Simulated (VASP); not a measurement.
Wanted: the native input for a VASP 6.6.1 run.

- Task: density of states
- Functional: PBEsol
- Potentials or basis: VASP PAW PBE potentials, release 64 (Zn, Se)
- Cutoff: 520 eV
- k mesh: 15 × 15 × 15
- Occupations: fermi-dirac, width 0.05 eV
- Spin: no spin polarisation
- Dipole correction: no
- k mesh for the DOS: 23 × 23 × 23
- Occupations for the DOS: tetrahedron
- Further INCAR settings: ALGO = Normal; EDIFF = 1e-06; NBANDS = 16

ZnSe (rocksalt type):

```
Zn Se
1.0
     0.00000    2.63527    2.63527
     2.63527    0.00000    2.63527
     2.63527    2.63527    0.00000
Zn Se
1 1
Cartesian
  0.0000 0.0000 0.0000
  2.6353 2.6353 2.6353
```

These files were run (other wordings do the same):

POSCAR

```
ZnSe
1.0
    0.0000000000      2.6352675669      2.6352675669
    2.6352675669      0.0000000000      2.6352675669
    2.6352675669      2.6352675669      0.0000000000
Zn Se
1 1
Direct
    0.0000000000      0.0000000000      0.0000000000
    0.5000000000      0.5000000000      0.5000000000
```

INCAR.step1

```
SYSTEM = ZnSe
ALGO = Normal
EDIFF = 1E-6
ENCUT = 520
GGA = PS
ISIF = 2
ISMEAR = -1
LASPH = .TRUE.
LCHARG = .TRUE.
LREAL = .FALSE.
LWAVE = .FALSE.
NBANDS = 16
NELM = 80
PREC = Accurate
SIGMA = 0.05
```

KPOINTS.step1

```
k-points
0
G
  15 15 15
  0 0 0
```

INCAR.step2

```
SYSTEM = ZnSe
ALGO = Normal
EDIFF = 1E-6
ENCUT = 520
GGA = PS
ICHARG = 11
ISIF = 2
ISMEAR = -5
LASPH = .TRUE.
LCHARG = .FALSE.
LORBIT = 10
LREAL = .FALSE.
LWAVE = .FALSE.
NBANDS = 16
NEDOS = 1001
NELM = 80
PREC = Accurate
SIGMA = 0.05
```

KPOINTS.step2

```
k-points
0
G
  23 23 23
  0 0 0
```

Potentials or basis: VASP PAW PBE potentials, release 64 (Zn, Se).

The run is started by

```bash
$ cat potpaw_PBE.64/Zn/POTCAR potpaw_PBE.64/Se/POTCAR > POTCAR
$ cp INCAR.step1 INCAR
$ cp KPOINTS.step1 KPOINTS
$ mpirun -np 1 vasp_std > vasp.out
$ cp INCAR.step2 INCAR
$ cp KPOINTS.step2 KPOINTS
$ mpirun -np 1 vasp_std > vasp.out
```

It gave:

* Valence electrons inside the program's atomic spheres: Zn 10.66; Se 3.86

Run time: 95 s on 1 thread of Intel Xeon 6975P-C, with other jobs on the host, peak memory 0.33 GiB.
